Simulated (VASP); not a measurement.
Wanted: the native input for a VASP 6.6.1 run.

```yaml
Task: relaxation of cell and atoms
Functional: r2SCAN
Potentials_or_basis: VASP PAW PBE potentials, release 64 (Au)
Cutoff: 600 eV
k_mesh: 18 × 18 × 18
Occupations: gaussian, width 0.1 eV
Spin: no spin polarisation
Target_pressure: 60 GPa
Dipole_correction: no
Further_INCAR_settings: ALGO = Normal; EDIFF = 1e-06; IBRION = 2; EDIFFG = -0.008; NSW = 70; ISIF = 3
```

Crystal: Au.

```
CELL_PARAMETERS angstrom
0.00000 1.92166 1.92166
1.92166 0.00000 1.92166
1.92166 1.92166 0.00000
ATOMIC_POSITIONS crystal
Au 0.00000 0.00000 0.00000
```

One way to write it, as run:

POSCAR

```
Au
1.0
    0.0000000000      1.9216581488      1.9216581488
    1.9216581488      0.0000000000      1.9216581488
    1.9216581488      1.9216581488      0.0000000000
Au
1
Direct
    0.0000000000      0.0000000000      0.0000000000
```

INCAR.step1

```
SYSTEM = Au
PREC = Accurate
ENCUT = 600
ISMEAR = 0
SIGMA = 0.1
LREAL = .False.
LASPH = .True.
NELM = 80
GGA = PE
ALGO = Normal
EDIFF = 1E-4
LWAVE = .True.
LCHARG = .False.
```

INCAR.step2

```
SYSTEM = Au
PREC = Accurate
ENCUT = 600
EDIFF = 1E-6
ISMEAR = 0
SIGMA = 0.1
LREAL = .False.
LASPH = .True.
NELM = 80
ALGO = Normal
ISIF = 3
LWAVE = .False.
LCHARG = .False.
METAGGA = R2SCAN
LMIXTAU = .True.
IBRION = 2
NSW = 70
EDIFFG = -0.008
PSTRESS = 600.0
ISTART = 1
```

KPOINTS

```
Automatic mesh
0
Gamma
  18 18 18
  0 0 0
```

Potentials or basis: VASP PAW PBE potentials, release 64 (Au).

Launch:

```bash
$ cat potpaw_PBE.64/Au/POTCAR > POTCAR
$ cp INCAR.step1 INCAR
$ mpirun -np 1 vasp_std > vasp.out
$ cp INCAR.step2 INCAR
$ mpirun -np 1 vasp_std > vasp.out
```

It gave:

```json
{
 "Relaxed volume": "14.25 Å³/atom",
 "Relaxed cell": "a = 2.721 Å, b = 2.721 Å, c = 2.721 Å, α = 60.00°, β = 60.00°, γ = 60.00°",
 "Space group after relaxing (to 0.05 Å)": "Fm-3m (No. 225)",
 "Energy change on relaxing (the enthalpy is what falls)": "-20.8 meV/atom",
 "Ionic steps": "3",
 "Pressure after relaxing": "60.0 GPa"
}
```

Caveat: the cell is relaxed towards a set pressure, so the enthalpy falls and the energy may rise; the PAW data sets were made with another functional, which shifts forces and pressure a little.

Wall time 5.2 min on 1 thread of Intel Xeon 8259CL, on a shared host, peak memory 0.18 GiB.
